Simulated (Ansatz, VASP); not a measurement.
# PtS2: VASP beside Ansatz

```
S Pt
1.0
     3.54144    0.00000    0.00000
    -1.77072    3.06698    0.00000
     0.00000    0.00000   22.46716
S Pt
4 2
Cartesian
  1.7707 1.0223 4.5000
  0.0000 2.0447 6.9836
  0.5902 2.0447 10.7236
  -1.1805 3.0670 13.2072
  0.0000 0.0000 5.7418
  -1.1805 1.0223 11.9654
```

Alike in both runs: task single point; functional PBE; dispersion D3(BJ); k mesh 9 × 9 × 1; occupations gaussian, width 0.05 eV; no spin polarisation.

|  | VASP | Ansatz |
| --- | --- | --- |
| version | VASP 6.6.1 | Ansatz 0.2.0 |
| potentials or method | VASP PAW PBE potentials, release 64 (S, Pt), cutoff 520 eV | scalar-relativistic, plane waves, PAW |
| valence electrons in the cell | 44 | 60 |

VASP gave:

```
gap on the k mesh at the Fermi level (eV) : 1.53
least direct gap on the mesh (eV)         : 1.62
rms of the force components (eV/Å)        : 0.021
```

Task: Which values does Ansatz return?

Result: gap on the k mesh at the Fermi level (eV): 1.52; least direct gap on the mesh (eV): 1.61; rms of the force components (eV/Å): 0.019.

VASP's potentials hold 44 valence electrons a cell and Ansatz's 60, so a difference there can come from the potentials and not from the codes.

Spin-orbit coupling is off throughout.
